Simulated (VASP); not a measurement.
# SnSe2 (P-3m1) in VASP: further runs

SnSe2 is run at these levels: r2SCAN+D3(BJ); tasks: single point.

Everything below comes from runs of VASP 6.6.1. Logs are shortened: lines on timing, memory, paths and dates and some standing lists are left out, and cuts for length are marked.

## (1) The cell of the first run

It takes space group P-3m1 (No. 164, trigonal). Conventional cell: a = 3.825 Å, b = 3.825 Å, c = 6.224 Å, α = 90.00°, β = 90.00°, γ = 120.00°. Within 3.6 Å of Sn (site symmetry -3m) lie 6 Se at 2.71 Å. Se (site symmetry 3m) has 3 Sn at 2.71 Å within 3.6 Å.

## (2) Single point, r2SCAN+D3(BJ)

POSCAR reads:

```
SnSe2
1.0
    3.8249657069      0.0000000000      0.0000000000
   -1.9124828535      3.3125174708      0.0000000000
    0.0000000000      0.0000000000      6.2235740714
Sn Se
1 2
Direct
    0.0000000000      0.0000000000      0.0000000000
    0.3333333333      0.6666666667      0.2527795436
    0.6666666667      0.3333333333      0.7472204564
```

INCAR.step1 reads:

```
PREC = Accurate
ENCUT = 520
ISMEAR = 0
SIGMA = 0.02
LREAL = F
LASPH = T
NELM = 80
NBANDS = 20
GGA = PE
ALGO = Normal
EDIFF = 1E-4
LWAVE = T
LCHARG = F
```

INCAR.step2 reads:

```
PREC = Accurate
ENCUT = 520
EDIFF = 1E-6
ISMEAR = 0
SIGMA = 0.02
LREAL = F
LASPH = T
NELM = 80
ALGO = Normal
ISIF = 2
LWAVE = F
LCHARG = F
METAGGA = R2SCAN
LMIXTAU = T
IVDW = 12
VDW_S6 = 1.0
VDW_S8 = 0.78981345
VDW_A1 = 0.49484001
VDW_A2 = 5.73083694
NBANDS = 20
ISTART = 1
```

KPOINTS reads:

```
Automatic mesh
0
Gamma
  9 9 6
```

Potentials or basis: VASP PAW PBE potentials, release 64 (Sn_d, Se).

Started as:

```bash
cat potpaw_PBE.64/Sn_d/POTCAR potpaw_PBE.64/Se/POTCAR > POTCAR
cp INCAR.step1 INCAR
mpirun -np 1 vasp_std > vasp.out
cp INCAR.step2 INCAR
mpirun -np 1 vasp_std > vasp.out
```

OUTCAR:

```text
PREC = Accurate
   ENCUT = 520
   EDIFF = 1E-6
   ISMEAR = 0
   LREAL = F
   LASPH = T
   NELM = 80
   ISIF = 2
   METAGGA = R2SCAN
   IVDW = 12
   ISTART = 1
 IVDW          = 12

 ion  position               nearest neighbor table
   1  0.000  0.000  0.000-   2 2.71   3 2.71   3 2.71   2 2.71   3 2.71   2 2.71
   2  0.333  0.667  0.253-   1 2.71   1 2.71   1 2.71
   3  0.667  0.333  0.747-   1 2.71   1 2.71   1 2.71

  LATTYP: Found a hexagonal cell.
 ALAT       =     3.8249657069
 C/A-ratio  =     1.6270927763

  Lattice vectors:

 A1 = (   3.8249657069,   0.0000000000,   0.0000000000)
 A2 = (  -1.9124828535,   3.3125174708,   0.0000000000)
 A3 = (   0.0000000000,   0.0000000000,   6.2235740714)

Analysis of symmetry for initial positions (statically):
=====================================================================
 Subroutine PRICEL returns:
 Original cell was already a primitive cell.

 Routine SETGRP: Setting up the symmetry group for a
 hexagonal supercell.

 Subroutine GETGRP returns: Found 12 space group operations
 (whereof 12 operations were pure point group operations)
 out of a pool of 24 trial point group operations.

The static configuration has the point symmetry D_3d.

Analysis of symmetry for dynamics (positions and initial velocities):
=====================================================================
 Subroutine PRICEL returns:
 Original cell was already a primitive cell.

 Routine SETGRP: Setting up the symmetry group for a
 hexagonal supercell.

 Subroutine GETGRP returns: Found 12 space group operations
 (whereof 12 operations were pure point group operations)
 out of a pool of 24 trial point group operations.

The dynamic configuration has the point symmetry D_3d.

 Subroutine INISYM returns: Found 12 space group operations
 (whereof 12 operations are pure point group operations),
 and found     1 'primitive' translations

----------------------------------------------------------------------------------------

                                     Primitive cell

  volume of cell :      78.8543

  direct lattice vectors                    reciprocal lattice vectors
     3.824965707  0.000000000  0.000000000     0.261440252  0.150942600  0.000000000
    -1.912482854  3.312517471  0.000000000     0.000000000  0.301885200  0.000000000
     0.000000000  0.000000000  6.223574071     0.000000000  0.000000000  0.160679376

  length of vectors
     3.824965707  3.824965707  6.223574071     0.301885200  0.301885200  0.160679376

  position of ions in fractional coordinates (direct lattice)
     0.000000000  0.000000000  0.000000000
     0.333333333  0.666666667  0.252779544
     0.666666667  0.333333333  0.747220456

  ion indices of the primitive-cell ions
   primitive index   ion index
                 1           1
                 2           2
                 3           3

----------------------------------------------------------------------------------------

 KPOINTS: Automatic mesh

Automatic generation of k-mesh.
 Grid dimensions read from file:
 generate k-points for:    9    9    6

 Generating k-lattice:

  Cartesian coordinates                     Fractional coordinates (reciprocal lattice)
     0.029048917  0.016771400  0.000000000     0.111111111  0.000000000  0.000000000
     0.000000000  0.033542800  0.000000000     0.000000000  0.111111111  0.000000000
     0.000000000  0.000000000  0.026779896     0.000000000  0.000000000  0.166666667

  Length of vectors
     0.033542800  0.033542800  0.026779896

  Shift w.r.t. Gamma in fractional coordinates (k-lattice)
     0.000000000  0.000000000  0.000000000

 Subroutine IBZKPT returns following result:
 ===========================================

 Found     62 irreducible k-points:

 Following reciprocal coordinates:
            Coordinates               Weight
  0.000000  0.000000  0.000000      1.000000
  0.111111  0.000000  0.000000      6.000000
  0.222222  0.000000  0.000000      6.000000
  0.333333  0.000000  0.000000      6.000000
  0.444444  0.000000  0.000000      6.000000
  0.111111  0.111111  0.000000      6.000000
[... 16 lines left out ...]
  0.222222  0.111111  0.166667     12.000000
 -0.111111  0.333333  0.166667     12.000000
 [... further k-points ...]
   k-points           NKPTS =     62   k-points in BZ     NKDIM =     62   number of bands    NBANDS=     20
   number of dos      NEDOS =    301   number of ions     NIONS =      3
   total plane-waves  NPLWV =  37632
   dimension x,y,z NGX =    28 NGY =   28 NGZ =   48
   dimension x,y,z NGXF=    56 NGYF=   56 NGZF=   96
   ions per type =               1   2
   NGX,Y,Z   is equivalent  to a cutoff of  12.17, 12.17, 12.82 a.u.
   NGXF,Y,Z  is equivalent  to a cutoff of  24.34, 24.34, 25.64 a.u.
 SYSTEM =  unknown system
   PREC   = accura    normal or accurate (medium, high low for compatibility)
   ISTART =      1    job   : 0-new  1-cont  2-samecut
   ICHARG =      0    charge: 1-file 2-atom 10-const
   ISPIN  =      1    spin polarized calculation?
   LNONCOLLINEAR =      F non collinear calculations
   LSORBIT =      F    spin-orbit coupling
   LASPH  =      T    aspherical Exc in radial PAW
   ENCUT  =  520.0 eV  38.22 Ry    6.18 a.u.   7.11  7.11 11.57*2*pi/ulx,y,z
   NELM   =     80;   NELMIN=  2; NELMDL=  0     # of ELM steps
   EDIFF  = 0.1E-05   stopping-criterion for ELM
   LREAL  =      F    real-space projection
   EDIFFG = 0.1E-04   stopping-criterion for IOM
   NSW    =      0    number of steps for IOM
   IBRION =     -1    ionic relax: 0-MD 1-quasi-New 2-CG
   NFREE  =      0    steps in history (QN), initial steepest desc. (CG)
   ISIF   =      2    stress and relaxation
   ISYM   =      2    0-nonsym 1-usesym 2-fastsym
   POTIM  = 0.5000    time-step for ionic-motion
   TEBEG  =    0.0;   TEEND  =   0.0 temperature during run
   PSTRESS=    0.0 pullay stress
   NELECT =      26.0000    total number of electrons
   NUPDOWN=      -1.0000    fix difference up-down
   EMIN   =  10.00;   EMAX   =-10.00  energy-range for DOS
   EFERMI =   0.00;   METHOD = LEGACY
   ISMEAR =     0;   SIGMA  =   0.02  broadening in eV -4-tet -1-fermi 0-gaus
   EFERMI_NEDOS =   21; number of points for ismear=-14 and -15
   IALGO  =     38    algorithm
   IMIX   =      4    mixing-type and parameters
     AMIX     =   0.40;   BMIX     =  1.00
     AMIX_MAG =   1.60;   BMIX_MAG =  1.00
  volume/ion in A,a.u.               =      26.28       177.38
  Fermi-wavevector in a.u.,A,eV,Ry     =   1.130986  2.137255 17.403626  1.279130
  Thomas-Fermi vector in A             =   2.267684
   LORBIT       =      0    0 simple, 1 ext, 2 COOP (PROOUT), +10 PAW based schemes
   METAGGA = R2SCAN    functional components
   LHFCALC =     F    Hartree Fock is set to
   AEXX    =    0.0000 exact exchange contribution
   IVDW    =    12    specifies the selected vdW correction
   LEPSILON=     F    determine dielectric tensor
   LRPA    =     F    only Hartree local field effects (RPA)
 non-spin polarized calculation
 Gauss-broadening in eV      SIGMA  =   0.02
  energy-cutoff  :      520.00
  volume of cell :       78.85
 maximum number of plane-waves:      2148
   NGX = 15   NGY = 15   NGZ = 23

 number of electron      26.0000000 magnetization

 Free energy of the ion-electron system (eV)
  ---------------------------------------------------
  ext. energy  EPLUGINS =         0.00000000
  ---------------------------------------------------
  free energy    TOTEN  =       -54.62488653 eV

  energy without entropy =      -54.62488653  energy(sigma->0) =      -54.62488653

 E-fermi :   3.7462     XC(G=0):  -9.9215

 val. band max:        3.6350569044   @ k =   0.1111   0.1111   0.0000
 cond. band min:       4.5753884969   @ k =   0.0000   0.4444   0.3333
 fundamental gap:      0.9403315925
 Fermi energy:         3.7461923647

 k-point     1 :       0.0000    0.0000    0.0000
  band No.  band energies     occupation
      1     -18.2320      2.00000
      2     -18.2320      2.00000
      3     -18.1757      2.00000
      4     -18.1677      2.00000
      5     -18.1677      2.00000
      6     -10.6312      2.00000
[... 12 lines left out ...]
     19      13.2182      0.00000
     20      13.2183      0.00000

 k-point     2 :       0.1111    0.0000    0.0000
  band No.  band energies     occupation
      1     -18.2383      2.00000
      2     -18.2280      2.00000
      3     -18.1729      2.00000
      4     -18.1697      2.00000
      5     -18.1667      2.00000
      6     -10.5067      2.00000
[... 12 lines left out ...]
     19      12.6321      0.00000
     20      13.3714      0.00000

 k-point     3 :       0.2222    0.0000    0.0000
  band No.  band energies     occupation
      1     -18.2555      2.00000
      2     -18.2196      2.00000
      3     -18.1777      2.00000
      4     -18.1624      2.00000
      5     -18.1616      2.00000
      6     -10.1490      2.00000
[... 12 lines left out ...]
     19      12.4227      0.00000
     20      13.7812      0.00000

 k-point     4 :       0.3333    0.0000    0.0000
  band No.  band energies     occupation
      1     -18.2764      2.00000
      2     -18.2135      2.00000
      3     -18.1842      2.00000
      4     -18.1539      2.00000
      5     -18.1499      2.00000
      6      -9.6211      2.00000
[... 12 lines left out ...]
     19      13.2838      0.00000
     20      14.1068      0.00000

 k-point     5 :       0.4444    0.0000    0.0000
  band No.  band energies     occupation
      1     -18.2903      2.00000
      2     -18.2114      2.00000
      3     -18.1882      2.00000
      4     -18.1465      2.00000
      5     -18.1421      2.00000
      6      -9.1022      2.00000
[... 12 lines left out ...]
     19      14.1039      0.00000
     20      14.8914      0.00000

 k-point     6 :       0.1111    0.1111    0.0000
  band No.  band energies     occupation
      1     -18.2485      2.00000
      2     -18.2236      2.00000
      3     -18.1739      2.00000
      4     -18.1690      2.00000
      5     -18.1614      2.00000
      6     -10.2651      2.00000
[... 12 lines left out ...]
     19      11.9590      0.00000
     20      13.7517      0.00000

 k-point     7 :       0.2222    0.1111    0.0000
  band No.  band energies     occupation
      1     -18.2648      2.00000
      2     -18.2196      2.00000
      3     -18.1790      2.00000
      4     -18.1633      2.00000
      5     -18.1509      2.00000
      6      -9.8176      2.00000
[... 12 lines left out ...]
     19      11.8524      0.00000
     20      14.2578      0.00000
[... 277 lines left out ...]
 k-point    20 :       0.4444    0.0000    0.1667
  band No.  band energies     occupation
      1     -18.2903      2.00000
      2     -18.2114      2.00000
      3     -18.1882      2.00000
      4     -18.1465      2.00000
      5     -18.1421      2.00000
      6      -9.0772      2.00000
[... 12 lines left out ...]
     19      14.2075      0.00000
     20      15.3357      0.00000

 k-point    21 :       0.0000    0.4444    0.1667
  band No.  band energies     occupation
      1     -18.2903      2.00000
      2     -18.2114      2.00000
      3     -18.1883      2.00000
      4     -18.1465      2.00000
      5     -18.1421      2.00000
      6      -9.0786      2.00000
[... 12 lines left out ...]
     19      13.4449      0.00000
     20      15.0147      0.00000

 k-point    22 :       0.1111    0.1111    0.1667
  band No.  band energies     occupation
      1     -18.2485      2.00000
      2     -18.2236      2.00000
      3     -18.1739      2.00000
      4     -18.1690      2.00000
      5     -18.1614      2.00000
      6     -10.2268      2.00000
[... 12 lines left out ...]
     19      12.2536      0.00000
     20      13.0694      0.00000

 k-point    23 :       0.2222    0.1111    0.1667
  band No.  band energies     occupation
      1     -18.2649      2.00000
      2     -18.2196      2.00000
      3     -18.1790      2.00000
      4     -18.1633      2.00000
      5     -18.1509      2.00000
      6      -9.7827      2.00000
[... 12 lines left out ...]
     19      12.2407      0.00000
     20      13.9127      0.00000

 k-point    24 :      -0.1111    0.3333    0.1667
  band No.  band energies     occupation
      1     -18.2649      2.00000
      2     -18.2196      2.00000
      3     -18.1790      2.00000
      4     -18.1634      2.00000
      5     -18.1508      2.00000
      6      -9.7823      2.00000
[... 12 lines left out ...]
     19      11.6792      0.00000
     20      13.6539      0.00000

 [... further k-points ...]

------------------------ aborting loop because EDIFF is reached ----------------------------------------

 Edisp (eV)   -0.49742

 E8    (eV) :    -0.1690

  FORCE on cell =-STRESS in cart. coord.  units (eV):
  Direction    XX          YY          ZZ          XY          YZ          ZX
  --------------------------------------------------------------------------------------
  -------------------------------------------------------------------------------------
  Total       0.02742     0.02742     0.03876    -0.00000     0.00000     0.00000
  in kB       0.55713     0.55713     0.78760    -0.00000     0.00000     0.00000
  external pressure =        0.63 kB  Pullay stress =        0.00 kB

 VOLUME and BASIS-vectors are now :
 -----------------------------------------------------------------------------
  energy-cutoff  :      520.00
  volume of cell :       78.85
      direct lattice vectors                 reciprocal lattice vectors
     3.824965707  0.000000000  0.000000000     0.261440252  0.150942600  0.000000000
    -1.912482854  3.312517471  0.000000000     0.000000000  0.301885200  0.000000000
     0.000000000  0.000000000  6.223574071     0.000000000  0.000000000  0.160679376

 POSITION                                       TOTAL-FORCE (eV/Angst)
 -----------------------------------------------------------------------------------
      0.00000      0.00000      0.00000        -0.000000      0.000000      0.000000
     -0.00000      2.20834      1.57319         0.000000     -0.000000      0.015949
      1.91248      1.10417      4.65038        -0.000000      0.000000     -0.015949
 -----------------------------------------------------------------------------------
    total drift:                                0.000000     -0.000000     -0.000000

  FREE ENERGIE OF THE ION-ELECTRON SYSTEM (eV)
  ---------------------------------------------------
  free  energy   TOTEN  =       -55.1223048906 eV

  energy  without entropy=      -55.1223048906  energy(sigma->0) =      -55.12230489
```

Run time: 7.5 min. Hardware: 1 thread of AMD EPYC 7R13 (Zen 3), shared host; peak memory 0.23 GiB.

What came out:

```yaml
Free_energy: -55.1223 eV
Pressure: 0.1 GPa
Largest_force: 0.016 eV/Å
Band_gap_on_the_k_mesh: 0.94 eV, indirect (least direct gap 1.50 eV)
Dispersion_energy_per_atom: -0.166 eV
```

Forces in eV/Å, atoms in the order of the input:
```
Sn   0.000  0.000  0.000
Se   0.000  0.000  0.016
Se   0.000  0.000 -0.016
```

Caveat: the PAW data sets were made with another functional, which shifts forces and pressure a little; spin-orbit coupling is left out, which moves the levels of the heavy elements. A k mesh can miss the band edges.

## (3) Single point, r2SCAN+D3(BJ)

POSCAR reads:

```
SnSe2
1.0
    3.8246772384      0.0000000000      0.0000000000
   -1.9123386192      3.3122676497      0.0000000000
    0.0000000000      0.0000000000      6.2279825835
Sn Se
1 2
Direct
    0.0000000000      0.0000000000      0.0000000000
    0.3333333333      0.6666666667      0.2526811980
    0.6666666667      0.3333333333      0.7473188020
```

INCAR.step1 reads:

```
SYSTEM = SnSe2
ALGO     = Normal         ! electronic algorithm
EDIFF    = 1E-4           ! SCF threshold, eV
ENCUT    = 520            ! plane-wave cutoff, eV
GGA      = PE             ! functional
ISMEAR   = 0              ! smearing method
LASPH    = .True.         ! aspherical terms in the spheres
LCHARG   = .False.        ! write CHGCAR
LREAL    = .False.        ! projectors in reciprocal space
LWAVE    = .True.         ! write WAVECAR
NBANDS   = 20             ! bands
NELM     = 100            ! most SCF steps
PREC     = Accurate       ! precision mode
SIGMA    = 0.01           ! smearing width, eV
```

INCAR.step2 reads:

```
SYSTEM = SnSe2
ALGO     = Normal         ! electronic algorithm
EDIFF    = 1E-7           ! SCF threshold, eV
ENCUT    = 520            ! plane-wave cutoff, eV
ISIF     = 2              ! what is computed and relaxed
ISMEAR   = 0              ! smearing method
ISTART   = 1            
IVDW     = 12             ! dispersion correction
LASPH    = .True.         ! aspherical terms in the spheres
LCHARG   = .False.        ! write CHGCAR
LMIXTAU  = .True.       
LREAL    = .False.        ! projectors in reciprocal space
LWAVE    = .False.        ! write WAVECAR
METAGGA  = R2SCAN         ! meta-GGA
NBANDS   = 20             ! bands
NELM     = 100            ! most SCF steps
PREC     = Accurate       ! precision mode
SIGMA    = 0.01           ! smearing width, eV
VDW_A1   = 0.49484001   
VDW_A2   = 5.73083694   
VDW_S6   = 1.0          
VDW_S8   = 0.78981345
```

KPOINTS reads:

```
k-points
0
Gamma
  9 9 6
  0 0 0
```

Potentials or basis: VASP PAW PBE potentials, release 64 (Sn_d, Se).

Started as:

```bash
cat potpaw_PBE.64/Sn_d/POTCAR potpaw_PBE.64/Se/POTCAR > POTCAR
cp INCAR.step1 INCAR
mpirun -np 1 vasp_std > vasp.out
cp INCAR.step2 INCAR
mpirun -np 1 vasp_std > vasp.out
```

It took 9.5 min on 1 thread of AMD EPYC 7R13 (Zen 3), shared host; peak memory 0.22 GiB.

It converged, with:

```
Free energy                : -55.1223 eV
Pressure                   : 0.0 GPa
Largest force              : 0.013 eV/Å
Band gap on the k mesh     : 0.94 eV, indirect (least direct gap 1.50 eV)
Dispersion energy per atom : -0.166 eV
```

Forces on the atoms (eV/Å):
```
Sn   0.000  0.000  0.000
Se   0.000  0.000  0.013
Se   0.000  0.000 -0.013
```

Levels at points of the mesh, in eV from the valence-band top:
```tsv
k point	band 10	band 11	band 12	band 13	band 14	band 15	band 16	band 17
(0.00, 0.00, 0.00)	-0.58	-0.30	-0.30	-0.09	1.45	3.59	5.08	5.08
(0.00, 0.00, 0.50)	-0.68	-0.68	-0.14	-0.14	2.83	3.53	4.81	4.81
```

Caveat: the PAW data sets were made with another functional, which shifts forces and pressure a little; spin-orbit coupling is left out, which moves the levels of the heavy elements.
